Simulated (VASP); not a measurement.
# Ag (I4_1/amd) in VASP: further runs

Ag is run at these levels: PBE; tasks: single point, relaxation of cell and atoms.

All numbers are computed with VASP 6.6.1; they aren't measurements. Logs are shortened: lines on timing, memory, paths and dates and some standing lists are left out, and cuts for length are marked.

## 1. The cell of the first run

The structure is tetragonal, space group I4_1/amd (No. 141). Conventional cell: a = 5.075 Å, b = 5.075 Å, c = 2.768 Å, α = 90.00°, β = 90.00°, γ = 90.00°. Within 3.5 Å of Ag (site symmetry -4m2) lie 10 Ag at 2.63 to 3.28 Å.

## 2. Single point, PBE

The input, INCAR:

```
PREC = Accurate ; ENCUT = 520
EDIFF = 1E-6 ; ISMEAR = 0
SIGMA = 0.1 ; LREAL = F
LASPH = T ; NELM = 60
ALGO = Normal ; ISIF = 2
LWAVE = F ; LCHARG = F
GGA = PE ; NBANDS = 18
```

The input, KPOINTS:

```
Automatic mesh
0
Gamma
  8 8 8
```

The input, POSCAR:

```
Ag
1.0
   -2.5374423559      2.5374423559      1.3842216450
    2.5374423559     -2.5374423559      1.3842216450
    2.5374423559      2.5374423559     -1.3842216450
Ag
2
Direct
    0.0000000000      0.0000000000      0.0000000000
    0.7500000000      0.2500000000      0.5000000000
```

Potentials or basis: VASP PAW PBE potentials, release 64 (Ag).

Started as:

```bash
> cat potpaw_PBE.64/Ag/POTCAR > POTCAR
> mpirun -np 1 vasp_std > vasp.out
```

OUTCAR:

```text
PREC = Accurate
   ENCUT = 520
   EDIFF = 1E-6
   ISMEAR = 0
   LREAL = F
   LASPH = T
   NELM = 60
   ISIF = 2
   GGA = PE

 ion  position               nearest neighbor table
   1  0.000  0.000  0.000-   2 2.63   2 2.63   2 2.63   2 2.63   2 3.28   2 3.28   2 3.28   2 3.28

   2  0.750  0.250  0.500-   1 2.63   1 2.63   1 2.63   1 2.63   1 3.28   1 3.28   1 3.28   1 3.28

  LATTYP: Found a body centered tetragonal cell.
 ALAT       =     5.0748847118
 C/A-ratio  =     0.5455184595

  Lattice vectors:

 A1 = (  -2.5374423559,   2.5374423559,   1.3842216450)
 A2 = (   2.5374423559,  -2.5374423559,   1.3842216450)
 A3 = (   2.5374423559,   2.5374423559,  -1.3842216450)

Analysis of symmetry for initial positions (statically):
=====================================================================
 Subroutine PRICEL returns:
 Original cell was already a primitive cell.

 Routine SETGRP: Setting up the symmetry group for a
 body centered tetragonal supercell.

 Subroutine GETGRP returns: Found 16 space group operations
 (whereof  8 operations were pure point group operations)
 out of a pool of 16 trial point group operations.

The static configuration has the point symmetry D_2d.
 The point group associated with its full space group is D_4h.

Analysis of symmetry for dynamics (positions and initial velocities):
=====================================================================
 Subroutine PRICEL returns:
 Original cell was already a primitive cell.

 Routine SETGRP: Setting up the symmetry group for a
 body centered tetragonal supercell.

 Subroutine GETGRP returns: Found 16 space group operations
 (whereof  8 operations were pure point group operations)
 out of a pool of 16 trial point group operations.

The dynamic configuration has the point symmetry D_2d.
 The point group associated with its full space group is D_4h.

 Subroutine INISYM returns: Found 16 space group operations
 (whereof  8 operations are pure point group operations),
 and found     1 'primitive' translations

----------------------------------------------------------------------------------------

                                     Primitive cell

  volume of cell :      35.6499

  direct lattice vectors                    reciprocal lattice vectors
    -2.537442356  2.537442356  1.384221645     0.000000000  0.197048811  0.361213829
[... 78 lines left out ...]
   ISTART =      0    job   : 0-new  1-cont  2-samecut
   ICHARG =      2    charge: 1-file 2-atom 10-const
   ISPIN  =      1    spin polarized calculation?
   LNONCOLLINEAR =      F non collinear calculations
   LSORBIT =      F    spin-orbit coupling
   LASPH  =      T    aspherical Exc in radial PAW
   ENCUT  =  520.0 eV  38.22 Ry    6.18 a.u.   7.15  7.15  7.15*2*pi/ulx,y,z
   NELM   =     60;   NELMIN=  2; NELMDL= -5     # of ELM steps
   EDIFF  = 0.1E-05   stopping-criterion for ELM
   LREAL  =      F    real-space projection
   EDIFFG = 0.1E-04   stopping-criterion for IOM
   NSW    =      0    number of steps for IOM
   IBRION =     -1    ionic relax: 0-MD 1-quasi-New 2-CG
   NFREE  =      0    steps in history (QN), initial steepest desc. (CG)
   ISIF   =      2    stress and relaxation
   ISYM   =      2    0-nonsym 1-usesym 2-fastsym
   POTIM  = 0.5000    time-step for ionic-motion
   TEBEG  =    0.0;   TEEND  =   0.0 temperature during run
   PSTRESS=    0.0 pullay stress
   NELECT =      22.0000    total number of electrons
   NUPDOWN=      -1.0000    fix difference up-down
   EMIN   =  10.00;   EMAX   =-10.00  energy-range for DOS
   EFERMI =   0.00;   METHOD = LEGACY
   ISMEAR =     0;   SIGMA  =   0.10  broadening in eV -4-tet -1-fermi 0-gaus
   EFERMI_NEDOS =   21; number of points for ismear=-14 and -15
   IALGO  =     38    algorithm
   IMIX   =      4    mixing-type and parameters
     AMIX     =   0.40;   BMIX     =  1.00
     AMIX_MAG =   1.60;   BMIX_MAG =  1.00
  volume/ion in A,a.u.               =      17.82       120.29
  Fermi-wavevector in a.u.,A,eV,Ry     =   1.393787  2.633875 26.431250  1.942642
  Thomas-Fermi vector in A             =   2.517399
   LORBIT       =      0    0 simple, 1 ext, 2 COOP (PROOUT), +10 PAW based schemes
   GGA     = PE    functional components
   LHFCALC =     F    Hartree Fock is set to
   AEXX    =    0.0000 exact exchange contribution
   IVDW    =     0    specifies the selected vdW correction
   LEPSILON=     F    determine dielectric tensor
   LRPA    =     F    only Hartree local field effects (RPA)
 non-spin polarized calculation
 Gauss-broadening in eV      SIGMA  =   0.10
  energy-cutoff  :      520.00
  volume of cell :       35.65
 maximum number of plane-waves:       978
 NGX is ok and might be reduce to    30
   NGX = 15   NGY = 15   NGZ = 15

 number of electron      21.9999991 magnetization

 Free energy of the ion-electron system (eV)
  ---------------------------------------------------
  ext. energy  EPLUGINS =         0.00000000
  ---------------------------------------------------
  free energy    TOTEN  =        -4.82355242 eV

  energy without entropy =       -4.82030723  energy(sigma->0) =       -4.82192983

 E-fermi :   7.8748     XC(G=0): -11.8886

 val. band max:        7.8388229988   @ k =   0.3750   0.2500  -0.0000
 cond. band min:       7.9296458278   @ k =  -0.3750   0.3750   0.3750
 fundamental gap:      0.0908228290
 Fermi energy:         7.8747599172

 k-point     1 :       0.0000    0.0000    0.0000
  band No.  band energies     occupation
      1       0.4291      2.00000
      2       1.4336      2.00000
      3       1.6939      2.00000
      4       2.2161      2.00000
      5       2.4090      2.00000
      6       4.1305      2.00000
[... 481 lines left out ...]
      5       2.8888      2.00000
      6       3.7159      2.00000
[... 10 lines left out ...]
     17      20.6739      0.00000
     18      23.7314      0.00000

 [... further k-points ...]
[... 5 lines left out ...]
  --------------------------------------------------------------------------------------
  -------------------------------------------------------------------------------------
  Total        2.9937401      2.9937401      0.7817074      0.0000000      0.0000000      0.0000000
  in kB      134.5447254    134.5447254     35.1315097      0.0000000      0.0000000      0.0000000
  external PRESSURE =     101.4069868 kB  Pullay stress =       0.0000000 kB

 VOLUME and BASIS-vectors are now :
 -----------------------------------------------------------------------------
  energy-cutoff  :      520.00
  volume of cell :       35.65
      direct lattice vectors                 reciprocal lattice vectors
    -2.537442356  2.537442356  1.384221645     0.000000000  0.197048811  0.361213829
     2.537442356 -2.537442356  1.384221645     0.197048811  0.000000000  0.361213829
     2.537442356  2.537442356 -1.384221645     0.197048811  0.197048811  0.000000000

 POSITION                                       TOTAL-FORCE (eV/Angst)
 -----------------------------------------------------------------------------------
      0.00000      0.00000      0.00000        -0.000000      0.000000     -0.000000
     -0.00000      2.53744      0.69211         0.000000     -0.000000      0.000000
 -----------------------------------------------------------------------------------
    total drift:                                0.000000     -0.000000      0.000000

  FREE ENERGIE OF THE ION-ELECTRON SYSTEM (eV)
  ---------------------------------------------------
  free  energy   TOTEN  =        -4.8235524226 eV

  energy  without entropy=       -4.8203072276  energy(sigma->0) =       -4.82192983
```

Wall time 72 s (1 thread of Intel Xeon 8259CL, shared host); peak memory 0.18 GiB.

What came out:

```
Free energy            : -4.8236 eV
Pressure               : 10.1 GPa
Band gap on the k mesh : zero (bands 11 and 12 overlap by 4.90 eV)
```

Stress tensor (GPa, compression positive):
```
13.45  0.00  0.00
 0.00 13.45  0.00
 0.00  0.00  3.51
```

Levels at points of the mesh, in eV from the Fermi level:
```
           k point  band 9  band 10  band 11  band 12  band 13  band 14
(0.00, 0.00, 0.00)   -3.70    -2.84    -2.20     4.56     4.56     9.76
(0.50, 0.00, 0.00)   -3.03    -2.83     0.27     2.59     5.59     6.35
(0.50, 0.50, 0.00)   -3.26    -3.26    -2.61    -2.61     9.82     9.82
(0.50, 0.50, 0.50)   -3.58    -3.58    -0.82    -0.82     2.51     2.51
```

Caveat: the stress differs along the axes, from 4 to 13 GPa.

## 3. Single point, PBE

This run uses another cell than the first one, of 19.76 Å³/atom.

The input, INCAR:

```
PREC = Accurate
ENCUT = 520
EDIFF = 1E-6
ISMEAR = 0
SIGMA = 0.1
LREAL = False
LASPH = True
NELM = 80
ALGO = Normal
ISIF = 2
LWAVE = False
LCHARG = False
GGA = PE
NBANDS = 18
```

KPOINTS is that of step 2.

The input, POSCAR:

```
Ag
1.0
   -2.6700463307      2.6700463307      1.3857435732
    2.6700463307     -2.6700463307      1.3857435732
    2.6700463307      2.6700463307     -1.3857435732
Ag
2
Direct
    0.0000000000      0.0000000000      0.0000000000
    0.7500000000      0.2500000000      0.5000000000
```

Potentials or basis: VASP PAW PBE potentials, release 64 (Ag).

Started as:

```bash
> cat potpaw_PBE.64/Ag/POTCAR > POTCAR
> mpirun -np 1 vasp_std > vasp.out
```

OUTCAR:

```text
PREC = Accurate
   ENCUT = 520
   EDIFF = 1E-6
   ISMEAR = 0
   LREAL = False
   LASPH = True
   NELM = 80
   ISIF = 2
   GGA = PE

 ion  position               nearest neighbor table
   1  0.000  0.000  0.000-   2 2.76   2 2.76   2 2.76   2 2.76   2 3.38   2 3.38   2 3.38   2 3.38

   2  0.750  0.250  0.500-   1 2.76   1 2.76   1 2.76   1 2.76   1 3.38   1 3.38   1 3.38   1 3.38

  LATTYP: Found a body centered tetragonal cell.
 ALAT       =     5.3400926614
 C/A-ratio  =     0.5189960778

  Lattice vectors:

 A1 = (  -2.6700463307,   2.6700463307,   1.3857435732)
 A2 = (   2.6700463307,  -2.6700463307,   1.3857435732)
 A3 = (   2.6700463307,   2.6700463307,  -1.3857435732)

Analysis of symmetry for initial positions (statically):
=====================================================================
 Subroutine PRICEL returns:
 Original cell was already a primitive cell.

 Routine SETGRP: Setting up the symmetry group for a
 body centered tetragonal supercell.

 Subroutine GETGRP returns: Found 16 space group operations
 (whereof  8 operations were pure point group operations)
 out of a pool of 16 trial point group operations.

The static configuration has the point symmetry D_2d.
 The point group associated with its full space group is D_4h.

Analysis of symmetry for dynamics (positions and initial velocities):
=====================================================================
 Subroutine PRICEL returns:
 Original cell was already a primitive cell.

 Routine SETGRP: Setting up the symmetry group for a
 body centered tetragonal supercell.

 Subroutine GETGRP returns: Found 16 space group operations
 (whereof  8 operations were pure point group operations)
 out of a pool of 16 trial point group operations.

The dynamic configuration has the point symmetry D_2d.
 The point group associated with its full space group is D_4h.

[... 107 lines left out ...]
   TEBEG  =    0.0;   TEEND  =   0.0 temperature during run
   PSTRESS=    0.0 pullay stress
   NELECT =      22.0000    total number of electrons
   NUPDOWN=      -1.0000    fix difference up-down
   EMIN   =  10.00;   EMAX   =-10.00  energy-range for DOS
   EFERMI =   0.00;   METHOD = LEGACY
   ISMEAR =     0;   SIGMA  =   0.10  broadening in eV -4-tet -1-fermi 0-gaus
   EFERMI_NEDOS =   21; number of points for ismear=-14 and -15
   IALGO  =     38    algorithm
   IMIX   =      4    mixing-type and parameters
     AMIX     =   0.40;   BMIX     =  1.00
     AMIX_MAG =   1.60;   BMIX_MAG =  1.00
  volume/ion in A,a.u.               =      19.76       133.34
  Fermi-wavevector in a.u.,A,eV,Ry     =   1.346756  2.545000 24.677589  1.813752
  Thomas-Fermi vector in A             =   2.474562
   LORBIT       =      0    0 simple, 1 ext, 2 COOP (PROOUT), +10 PAW based schemes
   GGA     = PE    functional components
   LHFCALC =     F    Hartree Fock is set to
   AEXX    =    0.0000 exact exchange contribution
   IVDW    =     0    specifies the selected vdW correction
   LEPSILON=     F    determine dielectric tensor
   LRPA    =     F    only Hartree local field effects (RPA)
 non-spin polarized calculation
 Gauss-broadening in eV      SIGMA  =   0.10
  energy-cutoff  :      520.00
  volume of cell :       39.52
 maximum number of plane-waves:      1089
 NGX is ok and might be reduce to    30
   NGX = 15   NGY = 15   NGZ = 15

 number of electron      21.9999996 magnetization

 Free energy of the ion-electron system (eV)
  ---------------------------------------------------
  ext. energy  EPLUGINS =         0.00000000
  ---------------------------------------------------
  free energy    TOTEN  =        -4.96606090 eV

  energy without entropy =       -4.96390322  energy(sigma->0) =       -4.96498206

 E-fermi :   6.6344     XC(G=0): -11.2949

 val. band max:        6.6178964158   @ k =   0.3750   0.2500   0.0000
 cond. band min:       6.6567328761   @ k =  -0.3750   0.3750   0.3750
 fundamental gap:      0.0388364603
 Fermi energy:         6.6344201954

 k-point     1 :       0.0000    0.0000    0.0000
  band No.  band energies     occupation
      1      -0.1853      2.00000
      2       0.8133      2.00000
      3       0.9689      2.00000
      4       1.1654      2.00000
      5       1.3419      2.00000
      6       3.1252      2.00000
[... 481 lines left out ...]
      5       2.0427      2.00000
      6       2.6298      2.00000
[... 10 lines left out ...]
     17      18.5651      0.00000
     18      21.4858      0.00000

 [... further k-points ...]
[... 5 lines left out ...]
  --------------------------------------------------------------------------------------
  -------------------------------------------------------------------------------------
  Total       -0.0326223     -0.0326223     -0.0226348      0.0000000      0.0000000      0.0000000
  in kB       -1.3226496     -1.3226496     -0.9177111      0.0000000      0.0000000      0.0000000
  external PRESSURE =      -1.1876701 kB  Pullay stress =       0.0000000 kB

 VOLUME and BASIS-vectors are now :
 -----------------------------------------------------------------------------
  energy-cutoff  :      520.00
  volume of cell :       39.52
      direct lattice vectors                 reciprocal lattice vectors
    -2.670046331  2.670046331  1.385743573     0.000000000  0.187262668  0.360817116
     2.670046331 -2.670046331  1.385743573     0.187262668  0.000000000  0.360817116
     2.670046331  2.670046331 -1.385743573     0.187262668  0.187262668  0.000000000

 POSITION                                       TOTAL-FORCE (eV/Angst)
 -----------------------------------------------------------------------------------
      0.00000      0.00000      0.00000         0.000000     -0.000000      0.000000
      0.00000      2.67005      0.69287        -0.000000      0.000000     -0.000000
 -----------------------------------------------------------------------------------
    total drift:                                0.000000     -0.000000      0.000000

  FREE ENERGIE OF THE ION-ELECTRON SYSTEM (eV)
  ---------------------------------------------------
  free  energy   TOTEN  =        -4.9660609031 eV

  energy  without entropy=       -4.9639032170  energy(sigma->0) =       -4.96498206
```

stdout:

```text
POSCAR found type information on POSCAR Ag
 POSCAR found :  1 types and       2 ions
 scaLAPACK will be used
 LDA part: xc-table for (Slater+PW92), standard interpolation
 POSCAR, INCAR and KPOINTS ok, starting setup
 FFT: planning ... GRIDC
 FFT: planning ... GRID_SOFT
 FFT: planning ... GRID
 WAVECAR not read
 entering main loop
```

Run time: 74 s. Hardware: 1 thread of Intel Xeon 8259CL, shared host; peak memory 0.19 GiB.

Results:

| Property | Result |
| --- | --- |
| Free energy | -4.9661 eV |
| Pressure | -0.1 GPa |
| Band gap on the k mesh | zero (bands 11 and 12 overlap by 4.94 eV) |

(Part 1 of 2 ends here.)

The gap in the log of VASP goes by the Fermi energy; the results here count the filled bands.